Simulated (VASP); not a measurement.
# SrLiH3 in VASP: further runs, part 2 of 2

VASP 6.6.1. The steps go on from the part before.

### 3 Single point, PBE

INCAR reads:

```
  PREC = Accurate
  ENCUT = 520
  EDIFF = 1E-6
  ISMEAR = -1
  SIGMA = 0.05
  LREAL = F
  LASPH = T
  NELM = 100
  ALGO = Normal
  ISIF = 2
  LWAVE = F
  LCHARG = F
  GGA = PE
  NBANDS = 16
```

KPOINTS reads:

```
Automatic mesh
0
Gamma
  6 6 6
```

POSCAR reads:

```
SrLiH3
1.0
    4.6307910000      0.0000000000      0.0000000000
    0.0000000000      4.6307910000      0.0000000000
    0.0000000000      0.0000000000      4.6307910000
Sr Li H
1 1 3
Direct
    0.5000000000      0.5000000000      0.5000000000
    0.0000000000      0.0000000000      0.0000000000
    0.5000000000      0.5000000000      0.0000000000
    0.5000000000      0.0000000000      0.5000000000
    0.0000000000      0.5000000000      0.5000000000
```

Potentials or basis: VASP PAW PBE potentials, release 64 (Sr_sv, Li_sv, H).

Launch:

```console
$ cat potpaw_PBE.64/Sr_sv/POTCAR potpaw_PBE.64/Li_sv/POTCAR potpaw_PBE.64/H/POTCAR > POTCAR
$ mpirun -np 1 vasp_std > vasp.out
```

OUTCAR:

```text
PREC = Accurate
   ENCUT = 520
   EDIFF = 1E-6
   ISMEAR = -1
   LREAL = F
   LASPH = T
   NELM = 100
   ISIF = 2
   GGA = PE

 ion  position               nearest neighbor table
   1  0.500  0.500  0.500-   3 2.32   4 2.32   5 2.32   3 2.32   4 2.32   5 2.32
   2  0.000  0.000  0.000-
   3  0.500  0.500  0.000-   1 2.32   1 2.32
   4  0.500  0.000  0.500-   1 2.32   1 2.32
   5  0.000  0.500  0.500-   1 2.32   1 2.32

  LATTYP: Found a simple cubic cell.
 ALAT       =     4.6307910000

  Lattice vectors:

 A1 = (   4.6307910000,   0.0000000000,   0.0000000000)
 A2 = (   0.0000000000,   4.6307910000,   0.0000000000)
 A3 = (   0.0000000000,   0.0000000000,   4.6307910000)

Analysis of symmetry for initial positions (statically):
=====================================================================
 Subroutine PRICEL returns:
 Original cell was already a primitive cell.

 Routine SETGRP: Setting up the symmetry group for a
 simple cubic supercell.

 Subroutine GETGRP returns: Found 48 space group operations
 (whereof 48 operations were pure point group operations)
 out of a pool of 48 trial point group operations.

The static configuration has the point symmetry O_h .

Analysis of symmetry for dynamics (positions and initial velocities):
=====================================================================
 Subroutine PRICEL returns:
 Original cell was already a primitive cell.

 Routine SETGRP: Setting up the symmetry group for a
 simple cubic supercell.

 Subroutine GETGRP returns: Found 48 space group operations
 (whereof 48 operations were pure point group operations)
 out of a pool of 48 trial point group operations.

The dynamic configuration has the point symmetry O_h .

 Subroutine INISYM returns: Found 48 space group operations
 (whereof 48 operations are pure point group operations),
 and found     1 'primitive' translations

[... 117 lines left out ...]
  Fermi-wavevector in a.u.,A,eV,Ry     =   0.890826  1.683417 10.797193  0.793571
  Thomas-Fermi vector in A             =   2.012567
   LORBIT       =      0    0 simple, 1 ext, 2 COOP (PROOUT), +10 PAW based schemes
   GGA     = PE    functional components
   LHFCALC =     F    Hartree Fock is set to
   AEXX    =    0.0000 exact exchange contribution
   IVDW    =     0    specifies the selected vdW correction
   LEPSILON=     F    determine dielectric tensor
   LRPA    =     F    only Hartree local field effects (RPA)
 non-spin polarized calculation
  energy-cutoff  :      520.00
  volume of cell :       99.30
 maximum number of plane-waves:      2721
 NGX is ok and might be reduce to    36
   NGX = 17   NGY = 17   NGZ = 17

 number of electron      16.0000001 magnetization

 Free energy of the ion-electron system (eV)
  ---------------------------------------------------
  ext. energy  EPLUGINS =         0.00000000
  ---------------------------------------------------
  free energy    TOTEN  =       -13.85689960 eV

  energy without entropy =      -13.85689960  energy(sigma->0) =      -13.85689960

 E-fermi :  -0.5528     XC(G=0):  -6.7761

 val. band max:       -1.4703708235   @ k =   0.5000   0.5000   0.5000
 cond. band min:       0.3574052154   @ k =   0.5000   0.5000   0.0000
 fundamental gap:      1.8277760390
 Fermi energy:        -0.5528148138

 k-point     1 :       0.0000    0.0000    0.0000
  band No.  band energies     occupation
      1     -49.1323      2.00000
      2     -34.3190      2.00000
      3     -16.3786      2.00000
      4     -16.3786      2.00000
      5     -16.3786      2.00000
      6      -4.5548      2.00000
[... 357 lines left out ...]
      3     -16.4760      2.00000
      4     -16.4760      2.00000
      5     -16.4760      2.00000
      6      -1.4704      2.00000
[... 8 lines left out ...]
     15       5.8001      0.00000
     16       7.6798      0.00000

------------------------ aborting loop because EDIFF is reached ----------------------------------------

  FORCE on cell =-STRESS in cart. coord.  units (eV):
  Direction    XX          YY          ZZ          XY          YZ          ZX
  --------------------------------------------------------------------------------------
  -------------------------------------------------------------------------------------
  Total        0.1082127      0.1082127      0.1082127     -0.0000000      0.0000000     -0.0000000
  in kB        1.7459158      1.7459158      1.7459158     -0.0000000      0.0000000     -0.0000000
  external PRESSURE =       1.7459158 kB  Pullay stress =       0.0000000 kB

 VOLUME and BASIS-vectors are now :
 -----------------------------------------------------------------------------
  energy-cutoff  :      520.00
  volume of cell :       99.30
      direct lattice vectors                 reciprocal lattice vectors
     4.630791000  0.000000000  0.000000000     0.215945829  0.000000000  0.000000000
     0.000000000  4.630791000  0.000000000     0.000000000  0.215945829  0.000000000
     0.000000000  0.000000000  4.630791000     0.000000000  0.000000000  0.215945829

 POSITION                                       TOTAL-FORCE (eV/Angst)
 -----------------------------------------------------------------------------------
      2.31540      2.31540      2.31540         0.000000      0.000000      0.000000
      0.00000      0.00000      0.00000         0.000000      0.000000      0.000000
      2.31540      2.31540      0.00000         0.000000      0.000000      0.000000
      2.31540      0.00000      2.31540         0.000000      0.000000      0.000000
      0.00000      2.31540      2.31540         0.000000      0.000000      0.000000
 -----------------------------------------------------------------------------------
    total drift:                                0.000000      0.000000      0.000000

  FREE ENERGIE OF THE ION-ELECTRON SYSTEM (eV)
  ---------------------------------------------------
  free  energy   TOTEN  =       -13.8568996012 eV

  energy  without entropy=      -13.8568996004  energy(sigma->0) =      -13.85689960
```

stdout:

```text
POSCAR found type information on POSCAR SrLiH
 POSCAR found :  3 types and       5 ions
 scaLAPACK will be used
 LDA part: xc-table for (Slater+PW92), standard interpolation
 POSCAR, INCAR and KPOINTS ok, starting setup
 FFT: planning ... GRIDC
 FFT: planning ... GRID_SOFT
 FFT: planning ... GRID
 WAVECAR not read
 entering main loop
```

Run time: 26 s. Hardware: 1 thread of Intel Xeon Platinum 8559C (Emerald Rapids), shared host; peak memory 0.21 GiB.

Results:

| Item | Value |
| --- | --- |
| Free energy | -13.8569 eV |
| Band gap on the k mesh | 1.83 eV, indirect (least direct gap 2.25 eV) |

Caveat: the cutoff is under 1.25 times the usual one of these potentials, so pressure, stress and relaxed cells hold a basis-set (Pulay) error.

### 4 Single point, PBE (atoms moved at random)

INCAR reads:

```
PREC = Accurate
ENCUT = 520
EDIFF = 1E-7
ISMEAR = -1
SIGMA = 0.05
LREAL = F
LASPH = T
NELM = 80
ALGO = Normal
ISIF = 2
LWAVE = F
LCHARG = T
GGA = PE
LELF = T
LVHAR = T
NBANDS = 16
```

KPOINTS reads:

```
regular mesh
0
Gamma
  6 6 6
```

POSCAR reads:

```
SrLiH3
1.0
    4.6307910000      0.0000000000      0.0000000000
    0.0000000000      4.6307910000      0.0000000000
    0.0000000000      0.0000000000      4.6307910000
Sr Li H
1 1 3
Direct
    0.5032800000      0.4943360000      0.5019290000
    0.0020250000      0.0053550000     -0.0121980000
    0.5008960000      0.5020190000     -0.0009430000
    0.5055660000      0.0070640000      0.4878350000
   -0.0114320000      0.5131620000      0.4921090000
```

Launch:

```console
$ cat potpaw_PBE.64/Sr_sv/POTCAR potpaw_PBE.64/Li_sv/POTCAR potpaw_PBE.64/H/POTCAR > POTCAR
$ mpirun -np 1 vasp_std > vasp.out
```

Wall time 84 s (1 thread of Intel Xeon Platinum 8559C (Emerald Rapids), shared host); peak memory 0.33 GiB.

Results (log left out):

- Free energy: -13.8295 eV
- Largest force: 0.548 eV/Å
- Band gap on the k mesh: 1.82 eV, indirect (least direct gap 2.24 eV)

Forces in eV/Å, atoms in the order of the input:
```
Sr  -0.366  0.382 -0.146
Li  -0.013 -0.053  0.041
H   -0.017 -0.025  0.045
H   -0.003 -0.314  0.023
H    0.399  0.009  0.036
```

Levels at points of the mesh, in eV from the valence-band top:
```csv
k point,band 6,band 7,band 8,band 9,band 10,band 11
"(0.00, 0.00, 0.00)",-3.08,-0.93,-0.92,5.09,5.20,5.21
"(0.50, 0.00, 0.00)",-2.24,-0.86,-0.79,3.84,4.67,4.71
"(0.00, 0.50, 0.00)",-2.24,-0.87,-0.78,3.87,4.66,4.69
"(0.00, 0.00, 0.50)",-2.24,-0.86,-0.79,3.89,4.66,4.67
"(0.50, 0.50, 0.00)",-1.36,-0.42,-0.42,1.83,5.07,5.08
"(0.00, 0.50, 0.50)",-1.35,-0.42,-0.42,1.83,5.11,5.13
"(0.50, 0.00, 0.50)",-1.36,-0.42,-0.42,1.82,5.04,5.10
"(0.50, 0.50, 0.50)",-0.01,0.00,0.00,2.45,2.45,2.46
```

Caveat: the cell differs from its parent crystal (atoms moved at random); the cutoff is under 1.25 times the usual one of these potentials, so pressure, stress and relaxed cells hold a basis-set (Pulay) error. A k mesh can miss the band edges.
